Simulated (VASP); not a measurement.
# K (P4/mmm) in VASP: further runs

The runs below take K through single point, with PBEsol.

All numbers are computed with VASP 6.6.1; they aren't measurements. Logs are shortened: lines on timing, memory, paths and dates and some standing lists are left out, and cuts for length are marked.

### 1 The cell of the first run

Symmetry: P4/mmm, No. 123, tetragonal system. The conventional cell has a = 6.008 Å, b = 6.008 Å, c = 10.948 Å, α = 90.00°, β = 90.00°, γ = 90.00°. K (site symmetry 2mm) has 7 K at 4.20 to 4.52 Å within 5.5 Å.

### 2 Single point, PBEsol

INCAR

```
ALGO = Normal ; EDIFF = 1E-6
ENCUT = 520 ; GGA = PS
ISIF = 2 ; ISMEAR = -1
LASPH = T ; LCHARG = F
LREAL = F ; LWAVE = F
NBANDS = 30 ; NELM = 100
PREC = Accurate ; SIGMA = 0.2
```

KPOINTS

```
k-points
0
Gamma
  4 4 2
```

POSCAR

```
K
1.0
    6.0084728669      0.0000000000      0.0000000000
    0.0000000000      6.0084728669      0.0000000000
    0.0000000000      0.0000000000     10.9478916574
K
5
Direct
    0.0000000000      0.0000000000      0.0000000000
    0.5000000000      0.0000000000      0.3079720000
    0.0000000000      0.5000000000      0.3079720000
    0.0000000000      0.5000000000      0.6920280000
    0.5000000000      0.0000000000      0.6920280000
```

Potentials or basis: VASP PAW PBE potentials, release 64 (K_sv).

Command:

```bash
> cat potpaw_PBE.64/K_sv/POTCAR > POTCAR
> mpirun -np 1 vasp_std > vasp.out
```

OUTCAR:

```text
EDIFF = 1E-6
   ENCUT = 520
   GGA = PS
   ISIF = 2
   ISMEAR = -1
   LASPH = T
   LREAL = F
   NELM = 100
   PREC = Accurate

 ion  position               nearest neighbor table
   1  0.000  0.000  0.000-
   2  0.500  0.000  0.308-
   3  0.000  0.500  0.308-
   4  0.000  0.500  0.692-
   5  0.500  0.000  0.692-

  LATTYP: Found a simple tetragonal cell.
 ALAT       =     6.0084728669
 C/A-ratio  =     1.8220755756

  Lattice vectors:

 A1 = (   6.0084728669,   0.0000000000,   0.0000000000)
 A2 = (   0.0000000000,   6.0084728669,   0.0000000000)
 A3 = (   0.0000000000,   0.0000000000,  10.9478916574)

Analysis of symmetry for initial positions (statically):
=====================================================================
 Subroutine PRICEL returns:
 Original cell was already a primitive cell.

 Routine SETGRP: Setting up the symmetry group for a
 simple tetragonal supercell.

 Subroutine GETGRP returns: Found 16 space group operations
 (whereof 16 operations were pure point group operations)
 out of a pool of 16 trial point group operations.

The static configuration has the point symmetry D_4h.

Analysis of symmetry for dynamics (positions and initial velocities):
=====================================================================
 Subroutine PRICEL returns:
 Original cell was already a primitive cell.

 Routine SETGRP: Setting up the symmetry group for a
 simple tetragonal supercell.

 Subroutine GETGRP returns: Found 16 space group operations
 (whereof 16 operations were pure point group operations)
 out of a pool of 16 trial point group operations.

The dynamic configuration has the point symmetry D_4h.

 Subroutine INISYM returns: Found 16 space group operations
 (whereof 16 operations are pure point group operations),
 and found     1 'primitive' translations

----------------------------------------------------------------------------------------

                                     Primitive cell

  volume of cell :     395.2380

  direct lattice vectors                    reciprocal lattice vectors
     6.008472867  0.000000000  0.000000000     0.166431641  0.000000000  0.000000000
     0.000000000  6.008472867  0.000000000     0.000000000  0.166431641  0.000000000
     0.000000000  0.000000000 10.947891657     0.000000000  0.000000000  0.091341788

  length of vectors
     6.008472867  6.008472867 10.947891657     0.166431641  0.166431641  0.091341788

  position of ions in fractional coordinates (direct lattice)
     0.000000000  0.000000000  0.000000000
     0.500000000  0.000000000  0.307972000
     0.000000000  0.500000000  0.307972000
     0.000000000  0.500000000  0.692028000
     0.500000000  0.000000000  0.692028000

  ion indices of the primitive-cell ions
   primitive index   ion index
                 1           1
                 2           2
                 3           3
                 4           4
                 5           5

----------------------------------------------------------------------------------------

 KPOINTS: k-points

Automatic generation of k-mesh.
 Grid dimensions read from file:
 generate k-points for:    4    4    2

 Generating k-lattice:

  Cartesian coordinates                     Fractional coordinates (reciprocal lattice)
     0.041607910  0.000000000  0.000000000     0.250000000  0.000000000  0.000000000
     0.000000000  0.041607910  0.000000000     0.000000000  0.250000000  0.000000000
     0.000000000  0.000000000  0.045670894     0.000000000  0.000000000  0.500000000

  Length of vectors
     0.041607910  0.041607910  0.045670894

  Shift w.r.t. Gamma in fractional coordinates (k-lattice)
     0.000000000  0.000000000  0.000000000

 Subroutine IBZKPT returns following result:
 ===========================================

 Found     12 irreducible k-points:

 Following reciprocal coordinates:
            Coordinates               Weight
  0.000000  0.000000  0.000000      1.000000
  0.250000  0.000000  0.000000      4.000000
  0.500000  0.000000  0.000000      2.000000
  0.250000  0.250000  0.000000      4.000000
  0.500000  0.250000  0.000000      4.000000
  0.500000  0.500000  0.000000      1.000000
  0.000000  0.000000  0.500000      1.000000
  0.250000  0.000000  0.500000      4.000000
  0.500000  0.000000  0.500000      2.000000
  0.250000  0.250000  0.500000      4.000000
  0.500000  0.250000  0.500000      4.000000
  0.500000  0.500000  0.500000      1.000000
   k-points           NKPTS =     12   k-points in BZ     NKDIM =     12   number of bands    NBANDS=     30
   number of dos      NEDOS =    301   number of ions     NIONS =      5
   total plane-waves  NPLWV = 193536
   dimension x,y,z NGX =    48 NGY =   48 NGZ =   84
   dimension x,y,z NGXF=    96 NGYF=   96 NGZF=  168
   ions per type =               5
   NGX,Y,Z   is equivalent  to a cutoff of  13.28, 13.28, 12.76 a.u.
   NGXF,Y,Z  is equivalent  to a cutoff of  26.56, 26.56, 25.51 a.u.
 SYSTEM =  unknown system
   PREC   = accura    normal or accurate (medium, high low for compatibility)
   ISTART =      0    job   : 0-new  1-cont  2-samecut
   ICHARG =      2    charge: 1-file 2-atom 10-const
   ISPIN  =      1    spin polarized calculation?
   LNONCOLLINEAR =      F non collinear calculations
   LSORBIT =      F    spin-orbit coupling
   LASPH  =      T    aspherical Exc in radial PAW
   ENCUT  =  520.0 eV  38.22 Ry    6.18 a.u.  11.17 11.17 20.36*2*pi/ulx,y,z
   NELM   =    100;   NELMIN=  2; NELMDL= -5     # of ELM steps
   EDIFF  = 0.1E-05   stopping-criterion for ELM
   LREAL  =      F    real-space projection
   EDIFFG = 0.1E-04   stopping-criterion for IOM
   NSW    =      0    number of steps for IOM
   IBRION =     -1    ionic relax: 0-MD 1-quasi-New 2-CG
   NFREE  =      0    steps in history (QN), initial steepest desc. (CG)
   ISIF   =      2    stress and relaxation
   ISYM   =      2    0-nonsym 1-usesym 2-fastsym
   POTIM  = 0.5000    time-step for ionic-motion
   TEBEG  =    0.0;   TEEND  =   0.0 temperature during run
   PSTRESS=    0.0 pullay stress
   NELECT =      45.0000    total number of electrons
   NUPDOWN=      -1.0000    fix difference up-down
   EMIN   =  10.00;   EMAX   =-10.00  energy-range for DOS
   EFERMI =   0.00;   METHOD = LEGACY
   ISMEAR =    -1;   SIGMA  =   0.20  broadening in eV -4-tet -1-fermi 0-gaus
   EFERMI_NEDOS =   21; number of points for ismear=-14 and -15
   IALGO  =     38    algorithm
   IMIX   =      4    mixing-type and parameters
     AMIX     =   0.40;   BMIX     =  1.00
     AMIX_MAG =   1.60;   BMIX_MAG =  1.00
  volume/ion in A,a.u.               =      79.05       533.44
  Fermi-wavevector in a.u.,A,eV,Ry     =   0.793462  1.499426  8.565981  0.629582
  Thomas-Fermi vector in A             =   1.899402
   LORBIT       =      0    0 simple, 1 ext, 2 COOP (PROOUT), +10 PAW based schemes
   GGA     = PS    functional components
   LHFCALC =     F    Hartree Fock is set to
   AEXX    =    0.0000 exact exchange contribution
   IVDW    =     0    specifies the selected vdW correction
   LEPSILON=     F    determine dielectric tensor
   LRPA    =     F    only Hartree local field effects (RPA)
 non-spin polarized calculation
  energy-cutoff  :      520.00
  volume of cell :      395.24
 maximum number of plane-waves:     10696
 NGX is ok and might be reduce to    48
   NGX = 23   NGY = 23   NGZ = 41

 number of electron      44.9999995 magnetization

 Free energy of the ion-electron system (eV)
  ---------------------------------------------------
  ext. energy  EPLUGINS =         0.00000000
  ---------------------------------------------------
  free energy    TOTEN  =        -5.36820100 eV

  energy without entropy =       -4.88780224  energy(sigma->0) =       -5.12800162

 E-fermi :  -0.3219     XC(G=0):  -5.4897

 val. band max:       -0.3625933991   @ k =   0.2500   0.2500   0.0000
 cond. band min:      -0.2917422571   @ k =   0.5000   0.5000   0.0000
 fundamental gap:      0.0708511420
 Fermi energy:        -0.3218608674

 k-point     1 :       0.0000    0.0000    0.0000
  band No.  band energies     occupation
      1     -32.4600      2.00000
      2     -32.4569      2.00000
      3     -32.4497      2.00000
      4     -32.4469      2.00000
      5     -32.4248      2.00000
      6     -16.0445      2.00000
[... 22 lines left out ...]
     29       1.9246      0.00003
     30       2.0668      0.00001

 k-point     2 :       0.2500    0.0000    0.0000
  band No.  band energies     occupation
      1     -32.4584      2.00000
      2     -32.4554      2.00000
      3     -32.4512      2.00000
      4     -32.4484      2.00000
      5     -32.4248      2.00000
      6     -16.0368      2.00000
[... 22 lines left out ...]
     29       2.0134      0.00002
     30       2.2471      0.00001

 k-point     3 :       0.5000    0.0000    0.0000
  band No.  band energies     occupation
      1     -32.4548      2.00000
      2     -32.4547      2.00000
      3     -32.4519      2.00000
      4     -32.4519      2.00000
      5     -32.4248      2.00000
      6     -16.0329      2.00000
[... 22 lines left out ...]
     29       2.2346      0.00001
     30       2.2468      0.00001

 k-point     4 :       0.2500    0.2500    0.0000
  band No.  band energies     occupation
      1     -32.4573      2.00000
      2     -32.4544      2.00000
      3     -32.4522      2.00000
      4     -32.4494      2.00000
      5     -32.4249      2.00000
      6     -16.0499      2.00000
[... 22 lines left out ...]
     29       1.5105      0.00021
     30       1.7706      0.00006

 k-point     5 :       0.5000    0.2500    0.0000
  band No.  band energies     occupation
      1     -32.4548      2.00000
      2     -32.4547      2.00000
      3     -32.4519      2.00000
      4     -32.4519      2.00000
      5     -32.4249      2.00000
      6     -16.0429      2.00000
[... 22 lines left out ...]
     29       1.7139      0.00008
     30       1.8663      0.00004

 k-point     6 :       0.5000    0.5000    0.0000
  band No.  band energies     occupation
      1     -32.4547      2.00000
      2     -32.4547      2.00000
      3     -32.4519      2.00000
      4     -32.4519      2.00000
      5     -32.4249      2.00000
      6     -16.0586      2.00000
[... 22 lines left out ...]
     29       0.8408      0.00596
     30       1.0886      0.00173

 k-point     7 :       0.0000    0.0000    0.5000
  band No.  band energies     occupation
      1     -32.4598      2.00000
      2     -32.4571      2.00000
      3     -32.4497      2.00000
      4     -32.4469      2.00000
      5     -32.4248      2.00000
      6     -16.0465      2.00000
[... 22 lines left out ...]
     29       1.9353      0.00003
     30       2.0408      0.00001

 k-point     8 :       0.2500    0.0000    0.5000
  band No.  band energies     occupation
      1     -32.4583      2.00000
      2     -32.4555      2.00000
      3     -32.4512      2.00000
      4     -32.4484      2.00000
      5     -32.4248      2.00000
      6     -16.0422      2.00000
[... 22 lines left out ...]
     29       1.8738      0.00003
     30       2.0415      0.00001

 k-point     9 :       0.5000    0.0000    0.5000
  band No.  band energies     occupation
      1     -32.4547      2.00000
      2     -32.4547      2.00000
      3     -32.4520      2.00000
      4     -32.4519      2.00000
      5     -32.4248      2.00000
      6     -16.0326      2.00000
[... 22 lines left out ...]
     29       2.2006      0.00001
     30       2.3436      0.00000

 k-point    10 :       0.2500    0.2500    0.5000
  band No.  band energies     occupation
      1     -32.4573      2.00000
      2     -32.4545      2.00000
      3     -32.4522      2.00000
      4     -32.4494      2.00000
      5     -32.4248      2.00000
      6     -16.0516      2.00000
[... 22 lines left out ...]
     29       1.7133      0.00008
     30       2.0347      0.00002

 k-point    11 :       0.5000    0.2500    0.5000
  band No.  band energies     occupation
      1     -32.4547      2.00000
      2     -32.4547      2.00000
      3     -32.4519      2.00000
      4     -32.4519      2.00000
      5     -32.4249      2.00000
      6     -16.0437      2.00000
[... 22 lines left out ...]
     29       1.3437      0.00048
     30       1.4404      0.00030

 k-point    12 :       0.5000    0.5000    0.5000
  band No.  band energies     occupation
      1     -32.4547      2.00000
      2     -32.4547      2.00000
      3     -32.4519      2.00000
      4     -32.4519      2.00000
      5     -32.4249      2.00000
      6     -16.0597      2.00000
[... 22 lines left out ...]
     29       1.3176      0.00055
     30       1.6610      0.00010

------------------------ aborting loop because EDIFF is reached ----------------------------------------

  FORCE on cell =-STRESS in cart. coord.  units (eV):
  Direction    XX          YY          ZZ          XY          YZ          ZX
  --------------------------------------------------------------------------------------
  -------------------------------------------------------------------------------------
  Total        0.0906871      0.0906871      0.4535384      0.0000000      0.0000000      0.0000000
  in kB        0.3676184      0.3676184      1.8385096      0.0000000      0.0000000      0.0000000
  external PRESSURE =       0.8579154 kB  Pullay stress =       0.0000000 kB

 VOLUME and BASIS-vectors are now :
 -----------------------------------------------------------------------------
  energy-cutoff  :      520.00
  volume of cell :      395.24
      direct lattice vectors                 reciprocal lattice vectors
     6.008472867  0.000000000  0.000000000     0.166431641  0.000000000  0.000000000
     0.000000000  6.008472867  0.000000000     0.000000000  0.166431641  0.000000000
     0.000000000  0.000000000 10.947891657     0.000000000  0.000000000  0.091341788

 POSITION                                       TOTAL-FORCE (eV/Angst)
 -----------------------------------------------------------------------------------
      0.00000      0.00000      0.00000        -0.000000      0.000000      0.000000
      3.00424      0.00000      3.37164         0.000000     -0.000000     -0.000831
      0.00000      3.00424      3.37164        -0.000000     -0.000000     -0.000831
      0.00000      3.00424      7.57625         0.000000      0.000000      0.000831
      3.00424      0.00000      7.57625        -0.000000      0.000000      0.000831
 -----------------------------------------------------------------------------------
    total drift:                                0.000000      0.000000     -0.000000

  FREE ENERGIE OF THE ION-ELECTRON SYSTEM (eV)
  ---------------------------------------------------
  free  energy   TOTEN  =        -5.3682010044 eV

  energy  without entropy=       -4.8878022443  energy(sigma->0) =       -5.12800162
```

It took 3.8 min on 1 thread of AMD EPYC 7R43 (Zen 3), shared host; peak memory 0.42 GiB.

Results:

```
Free energy            : -5.3682 eV
Pressure               : 0.1 GPa
Band gap on the k mesh : zero (an odd number of electrons rules out a gap without spin polarisation)
```

Stress tensor (GPa, compression positive):
```
0.04 0.00 0.00
0.00 0.04 0.00
0.00 0.00 0.18
```

Levels at points of the mesh, in eV from the Fermi level:
```
           k point  band 19  band 20  band 21  band 22  band 23  band 24  band 25  band 26
(0.00, 0.00, 0.00)   -15.63   -15.62    -2.06    -0.86    -0.49     1.13     1.84     1.89
(0.50, 0.00, 0.00)   -15.64   -15.62    -1.02    -0.81     0.17     0.32     0.35     0.51
(0.50, 0.50, 0.00)   -15.62   -15.62     0.03     0.08     0.08     0.31     0.94     1.01
(0.00, 0.00, 0.50)   -15.63   -15.63    -1.79    -1.61     0.73     0.85     1.32     1.60
(0.50, 0.00, 0.50)   -15.63   -15.63    -0.69    -0.68    -0.64    -0.32     1.43     1.48
(0.50, 0.50, 0.50)   -15.62   -15.62     0.22     0.28     0.28     0.35     0.43     0.56
```

Caveat: the PAW data sets were made with another functional, which shifts forces and pressure a little.

### 3 Single point, PBEsol

This run uses another cell than the first one, of 81.34 Å³/atom.

INCAR

```
SYSTEM = K
PREC = Accurate
ENCUT = 520
EDIFF = 1E-6
ISMEAR = -1
SIGMA = 0.2
LREAL = .False.
LASPH = .True.
NELM = 80
ALGO = Normal
ISIF = 2
LWAVE = .False.
LCHARG = .True.
GGA = PS
LELF = .True.
LVHAR = .True.
NBANDS = 30
```

KPOINTS

```
regular mesh
0
Gamma
  4 4 2
  0 0 0
```

Edit POSCAR of step 2 so:

```diff
@@ -2,5 +2,5 @@
 1.0
-    6.0084728669      0.0000000000      0.0000000000
-    0.0000000000      6.0084728669      0.0000000000
-    0.0000000000      0.0000000000     10.9478916574
+    6.0659737087      0.0000000000      0.0000000000
+    0.0000000000      6.0659737087      0.0000000000
+    0.0000000000      0.0000000000     11.0526625368
 K
```

Potentials or basis: VASP PAW PBE potentials, release 64 (K_sv).

Command:

```bash
> cat potpaw_PBE.64/K_sv/POTCAR > POTCAR
> mpirun -np 1 vasp_std > vasp.out
```

Wall time 3.8 min (1 thread of AMD EPYC 7R43 (Zen 3), shared host); peak memory 0.44 GiB.

It converged, with:

```
Free energy            : -5.3723 eV
Pressure               : 0.0 GPa
Band gap on the k mesh : zero (an odd number of electrons rules out a gap without spin polarisation)
```

Stress tensor (GPa, compression positive):
```
-0.04  0.00  0.00
 0.00 -0.04  0.00
 0.00  0.00  0.10
```

Levels at points of the mesh, in eV from the Fermi level:
```csv
k point,band 20,band 21,band 22,band 23,band 24,band 25
"(0.00, 0.00, 0.00)",-15.64,-2.02,-0.85,-0.47,1.15,1.85
"(0.50, 0.00, 0.00)",-15.64,-1.00,-0.80,0.16,0.31,0.34
"(0.50, 0.50, 0.00)",-15.63,0.02,0.07,0.07,0.31,0.95
"(0.00, 0.00, 0.50)",-15.64,-1.76,-1.58,0.73,0.83,1.34
"(0.50, 0.00, 0.50)",-15.64,-0.68,-0.67,-0.63,-0.31,1.41
"(0.50, 0.50, 0.50)",-15.63,0.21,0.27,0.27,0.34,0.43
```

Caveat: the PAW data sets were made with another functional, which shifts forces and pressure a little.

(Continued in part 2 of 2.)
